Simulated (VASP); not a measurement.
# NaF (Fm-3m) in VASP: a series of runs

The runs below take NaF through single point, with PBE, PBEsol.

Everything below comes from runs of VASP 6.6.1. Logs are shortened: lines on timing, memory, paths and dates and some standing lists are left out, and cuts for length are marked.

## Step 1: The cell of the first run

The structure is cubic, space group Fm-3m (No. 225). Conventional cell: a = 4.700 Å, b = 4.700 Å, c = 4.700 Å, α = 90.00°, β = 90.00°, γ = 90.00°. Na (site symmetry m-3m) has 6 F at 2.35 Å within 3.1 Å. Within 3.1 Å of F (site symmetry m-3m) lie 6 Na at 2.35 Å.

## Step 2: Single point, PBE

INCAR

```
PREC = Accurate
ENCUT = 520
EDIFF = 1E-7
ISMEAR = -1
SIGMA = 0.02
LREAL = False
LASPH = True
NELM = 80
ALGO = Normal
ISIF = 2
LWAVE = False
LCHARG = True
GGA = PE
LELF = True
LVHAR = True
NBANDS = 14
```

KPOINTS

```
regular mesh
0
Gamma
  8 8 8
```

POSCAR

```
NaF
1.0
    0.0000000000      2.3499911958      2.3499911958
    2.3499911958      0.0000000000      2.3499911958
    2.3499911958      2.3499911958      0.0000000000
Na F
1 1
Direct
    0.0000000000      0.0000000000      0.0000000000
    0.5000000000      0.5000000000      0.5000000000
```

Potentials or basis: VASP PAW PBE potentials, release 64 (Na_pv, F).

Run with:

```bash
$ cat potpaw_PBE.64/Na_pv/POTCAR potpaw_PBE.64/F/POTCAR > POTCAR
$ mpirun -np 1 vasp_std > vasp.out
```

OUTCAR:

```text
PREC = Accurate
   ENCUT = 520
   EDIFF = 1E-7
   ISMEAR = -1
   LREAL = False
   LASPH = True
   NELM = 80
   ISIF = 2
   GGA = PE

 ion  position               nearest neighbor table
   1  0.000  0.000  0.000-
   2  0.500  0.500  0.500-

  LATTYP: Found a face centered cubic cell.
 ALAT       =     4.6999823916

  Lattice vectors:

 A1 = (   0.0000000000,   2.3499911958,   2.3499911958)
 A2 = (   2.3499911958,   0.0000000000,   2.3499911958)
 A3 = (   2.3499911958,   2.3499911958,   0.0000000000)

Analysis of symmetry for initial positions (statically):
=====================================================================
 Subroutine PRICEL returns:
 Original cell was already a primitive cell.

 Routine SETGRP: Setting up the symmetry group for a
 face centered cubic supercell.

 Subroutine GETGRP returns: Found 48 space group operations
 (whereof 48 operations were pure point group operations)
 out of a pool of 48 trial point group operations.

The static configuration has the point symmetry O_h .

Analysis of symmetry for dynamics (positions and initial velocities):
=====================================================================
 Subroutine PRICEL returns:
 Original cell was already a primitive cell.

 Routine SETGRP: Setting up the symmetry group for a
 face centered cubic supercell.

 Subroutine GETGRP returns: Found 48 space group operations
 (whereof 48 operations were pure point group operations)
 out of a pool of 48 trial point group operations.

The dynamic configuration has the point symmetry O_h .

 Subroutine INISYM returns: Found 48 space group operations
 (whereof 48 operations are pure point group operations),
 and found     1 'primitive' translations

----------------------------------------------------------------------------------------

                                     Primitive cell

  volume of cell :      25.9555

  direct lattice vectors                    reciprocal lattice vectors
     0.000000000  2.349991196  2.349991196    -0.212766755  0.212766755  0.212766755
     2.349991196  0.000000000  2.349991196     0.212766755 -0.212766755  0.212766755
[... 89 lines left out ...]
   IBRION =     -1    ionic relax: 0-MD 1-quasi-New 2-CG
   NFREE  =      0    steps in history (QN), initial steepest desc. (CG)
   ISIF   =      2    stress and relaxation
   ISYM   =      2    0-nonsym 1-usesym 2-fastsym
   POTIM  = 0.5000    time-step for ionic-motion
   TEBEG  =    0.0;   TEEND  =   0.0 temperature during run
   PSTRESS=    0.0 pullay stress
   NELECT =      14.0000    total number of electrons
   NUPDOWN=      -1.0000    fix difference up-down
   EMIN   =  10.00;   EMAX   =-10.00  energy-range for DOS
   EFERMI =   0.00;   METHOD = LEGACY
   ISMEAR =    -1;   SIGMA  =   0.02  broadening in eV -4-tet -1-fermi 0-gaus
   EFERMI_NEDOS =   21; number of points for ismear=-14 and -15
   IALGO  =     38    algorithm
   IMIX   =      4    mixing-type and parameters
     AMIX     =   0.40;   BMIX     =  1.00
     AMIX_MAG =   1.60;   BMIX_MAG =  1.00
  volume/ion in A,a.u.               =      12.98        87.58
  Fermi-wavevector in a.u.,A,eV,Ry     =   1.332625  2.518296 24.162440  1.775889
  Thomas-Fermi vector in A             =   2.461545
   LORBIT       =      0    0 simple, 1 ext, 2 COOP (PROOUT), +10 PAW based schemes
   GGA     = PE    functional components
   LHFCALC =     F    Hartree Fock is set to
   AEXX    =    0.0000 exact exchange contribution
   IVDW    =     0    specifies the selected vdW correction
   LEPSILON=     F    determine dielectric tensor
   LRPA    =     F    only Hartree local field effects (RPA)
 non-spin polarized calculation
  energy-cutoff  :      520.00
  volume of cell :       25.96
 maximum number of plane-waves:       725
 NGX is ok and might be reduce to    28
   NGX = 13   NGY = 13   NGZ = 13

 number of electron      14.0000002 magnetization

 Free energy of the ion-electron system (eV)
  ---------------------------------------------------
  ext. energy  EPLUGINS =         0.00000000
  ---------------------------------------------------
  free energy    TOTEN  =        -8.56945097 eV

  energy without entropy =       -8.56945097  energy(sigma->0) =       -8.56945097

 E-fermi :  -1.7693     XC(G=0):  -8.9545

 val. band max:       -2.2625703890   @ k =   0.0000   0.0000   0.0000
 cond. band min:       3.8133669634   @ k =   0.0000   0.0000   0.0000
 fundamental gap:      6.0759373524
 Fermi energy:        -1.7692618284

 k-point     1 :       0.0000    0.0000    0.0000
  band No.  band energies     occupation
      1     -21.3681      2.00000
      2     -21.3383      2.00000
      3     -21.3382      2.00000
      4     -21.3382      2.00000
      5      -2.2626      2.00000
      6      -2.2626      2.00000
      7      -2.2626      2.00000
      8       3.8134      0.00000
      9      16.4096      0.00000
     10      16.4096      0.00000
     11      16.4096      0.00000
     12      19.1874      0.00000
     13      21.3151      0.00000
     14      21.3151      0.00000
[... 377 lines left out ...]
      1     -21.8952      2.00000
      2     -21.3852      2.00000
      3     -21.3650      2.00000
      4     -20.6638      2.00000
      5      -3.4974      2.00000
      6      -2.8051      2.00000
      7      -2.5760      2.00000
      8       9.2460      0.00000
      9      10.1142      0.00000
     10      14.4163      0.00000
     11      16.2195      0.00000
     12      19.4187      0.00000
     13      20.4436      0.00000
     14      25.0573      0.00000

 [... further k-points ...]

------------------------ aborting loop because EDIFF is reached ----------------------------------------

  FORCE on cell =-STRESS in cart. coord.  units (eV):
  Direction    XX          YY          ZZ          XY          YZ          ZX
  --------------------------------------------------------------------------------------
  -------------------------------------------------------------------------------------
  Total       -0.0166436     -0.0166436     -0.0166436      0.0000000      0.0000000     -0.0000000
  in kB       -1.0273727     -1.0273727     -1.0273727      0.0000000      0.0000000     -0.0000000
  external PRESSURE =      -1.0273727 kB  Pullay stress =       0.0000000 kB

 VOLUME and BASIS-vectors are now :
 -----------------------------------------------------------------------------
  energy-cutoff  :      520.00
  volume of cell :       25.96
      direct lattice vectors                 reciprocal lattice vectors
     0.000000000  2.349991196  2.349991196    -0.212766755  0.212766755  0.212766755
     2.349991196  0.000000000  2.349991196     0.212766755 -0.212766755  0.212766755
     2.349991196  2.349991196  0.000000000     0.212766755  0.212766755 -0.212766755

 POSITION                                       TOTAL-FORCE (eV/Angst)
 -----------------------------------------------------------------------------------
      0.00000      0.00000      0.00000         0.000000      0.000000     -0.000000
      2.34999      2.34999      2.34999        -0.000000     -0.000000      0.000000
 -----------------------------------------------------------------------------------
    total drift:                                0.000000      0.000000      0.000000

  FREE ENERGIE OF THE ION-ELECTRON SYSTEM (eV)
  ---------------------------------------------------
  free  energy   TOTEN  =        -8.5694509746 eV

  energy  without entropy=       -8.5694509746  energy(sigma->0) =       -8.56945097
```

OSZICAR:

```text
N       E                     dE             d eps       ncg     rms          rms(c)
DAV:   1     0.113552278454E+03    0.11355E+03   -0.78262E+03   812   0.124E+03
DAV:   2    -0.363976388991E+01   -0.11719E+03   -0.10822E+03   896   0.342E+02
DAV:   3    -0.942239744209E+01   -0.57826E+01   -0.57718E+01  1016   0.703E+01
DAV:   4    -0.947279107314E+01   -0.50394E-01   -0.50391E-01   908   0.688E+00
DAV:   5    -0.947331955955E+01   -0.52849E-03   -0.52848E-03   998   0.701E-01    0.542E+00
DAV:   6    -0.857839364287E+01    0.89493E+00   -0.31611E+00   990   0.145E+01    0.186E+00
DAV:   7    -0.856740145557E+01    0.10992E-01   -0.29708E-02   836   0.204E+00    0.106E+00
DAV:   8    -0.856884585161E+01   -0.14444E-02   -0.30600E-02   890   0.358E+00    0.154E-01
DAV:   9    -0.856960247483E+01   -0.75662E-03   -0.45491E-03   938   0.611E-01    0.138E-01
DAV:  10    -0.856945186796E+01    0.15061E-03   -0.94176E-04   896   0.326E-01    0.135E-02
DAV:  11    -0.856945075534E+01    0.11126E-05   -0.32545E-05   962   0.862E-02    0.396E-03
DAV:  12    -0.856945121563E+01   -0.46029E-06   -0.17312E-06   878   0.168E-02    0.212E-03
DAV:  13    -0.856945102491E+01    0.19072E-06   -0.42375E-07   908   0.558E-03    0.731E-04
DAV:  14    -0.856945097458E+01    0.50324E-07   -0.37392E-08   580   0.262E-03
   1 F= -.85694510E+01 E0= -.85694510E+01  d E =-.275289E-12
```

stdout:

```text
POSCAR found type information on POSCAR NaF
 POSCAR found :  2 types and       2 ions
 scaLAPACK will be used
 LDA part: xc-table for (Slater+PW92), standard interpolation
 POSCAR, INCAR and KPOINTS ok, starting setup
 FFT: planning ... GRIDC
 FFT: planning ... GRID_SOFT
 FFT: planning ... GRID
 WAVECAR not read
 entering main loop
```

Wall time 12 s (1 thread of Intel Xeon 6975P-C, shared host); peak memory 0.15 GiB.

Results:

| Property | Result |
| --- | --- |
| Free energy | -8.5695 eV |
| Pressure | -0.1 GPa |
| Band gap on the k mesh | 6.08 eV, direct |

## Step 3: Single point, PBEsol

This run uses another cell than the first one, of 12.40 Å³/atom, 0.956 times its volume.

INCAR

```
ALGO = Normal
EDIFF = 1E-6
ENCUT = 520
GGA = PS
ISIF = 2
ISMEAR = -1
LASPH = T
LCHARG = F
LREAL = F
LWAVE = F
NBANDS = 14
NELM = 80
PREC = Accurate
SIGMA = 0.02
```

KPOINTS

```
k-points
0
Gamma
  8 8 8
```

POSCAR

```
NaF
1.0
    0.0000000000      2.3147161365      2.3147161365
    2.3147161365      0.0000000000      2.3147161365
    2.3147161365      2.3147161365      0.0000000000
Na F
1 1
Direct
    0.0000000000      0.0000000000      0.0000000000
    0.5000000000      0.5000000000      0.5000000000
```

Potentials or basis: VASP PAW PBE potentials, release 64 (Na_pv, F).

Run with:

```bash
$ cat potpaw_PBE.64/Na_pv/POTCAR potpaw_PBE.64/F/POTCAR > POTCAR
$ mpirun -np 1 vasp_std > vasp.out
```

Run time: 5.6 s. Hardware: 1 thread of Intel Xeon 6975P-C, shared host; peak memory 0.13 GiB.

The run converged. Its results:

- Free energy: -8.7688 eV
- Pressure: -0.1 GPa
- Band gap on the k mesh: 6.18 eV, direct

Levels at points of the mesh, in eV from the valence-band top:
```csv
k point,band 5,band 6,band 7,band 8,band 9,band 10
"(0.00, 0.00, 0.00)",0.00,0.00,0.00,6.18,18.86,18.86
"(0.50, 0.00, 0.00)",-1.63,-0.26,-0.26,10.62,12.36,20.01
"(0.50, 0.50, 0.00)",-1.30,-0.41,-0.41,13.00,13.10,13.56
```

Caveat: the PAW data sets were made with another functional, which shifts forces and pressure a little.
